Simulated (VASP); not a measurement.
Set up this calculation in VASP 6.6.1, as the native input.

| Item | Value |
| --- | --- |
| Task | single point |
| Functional | PBE |
| Potentials or basis | VASP PAW PBE potentials, release 64 (Ti_sv, Al) |
| Cutoff | 520 eV |
| k mesh | 18 × 18 × 18 |
| Occupations | gaussian, width 0.15 eV |
| Spin | no spin polarisation |
| Dipole correction | no |
| Further INCAR settings | ALGO = Fast; EDIFF = 1e-06; NBANDS = 18 |

The structure of TiAl3 lies in POSCAR:

```
TiAl3
1.0
   -1.9226734292      1.9226734292      4.3114047966
    1.9226734292     -1.9226734292      4.3114047966
    1.9226734292      1.9226734292     -4.3114047966
Ti Al
1 3
Direct
    0.0000000000      0.0000000000      0.0000000000
    0.4884028519      0.4884028519      0.0000000000
    0.7500000000      0.2500000000      0.5000000000
    0.2500000000      0.7500000000      0.5000000000
```

This cell differs from its parent crystal: atom 2 (Al) moved -0.100 Å along Cartesian [0 0 1].

The input as run:

INCAR

```
SYSTEM = TiAl3
ALGO = Fast
EDIFF = 1E-6
ENCUT = 520
GGA = PE
ISIF = 2
ISMEAR = 0
LASPH = .True.
LCHARG = .True.
LELF = .True.
LREAL = .False.
LVHAR = .True.
LWAVE = .False.
NBANDS = 18
NELM = 100
PREC = Accurate
SIGMA = 0.15
```

KPOINTS

```
k-points
0
Gamma
  18 18 18
  0 0 0
```

Potentials or basis: VASP PAW PBE potentials, release 64 (Ti_sv, Al).

The run is started by

```bash
$ cat potpaw_PBE.64/Ti_sv/POTCAR potpaw_PBE.64/Al/POTCAR > POTCAR
$ mpirun -np 1 vasp_std > vasp.out
```

Results of the run:

```
Pressure               : 0.1 GPa
Largest force          : 0.389 eV/Å
Band gap on the k mesh : zero (an odd number of electrons rules out a gap without spin polarisation)
```

Caveat: the cell differs from its parent crystal (atom 2 (Al) moved -0.100 Å along Cartesian [0 0 1]).

It took 15 min on 1 thread of Intel(R) Xeon(R) 6975P-C (Granite Rapids), with other jobs on the host, peak memory 0.65 GiB.
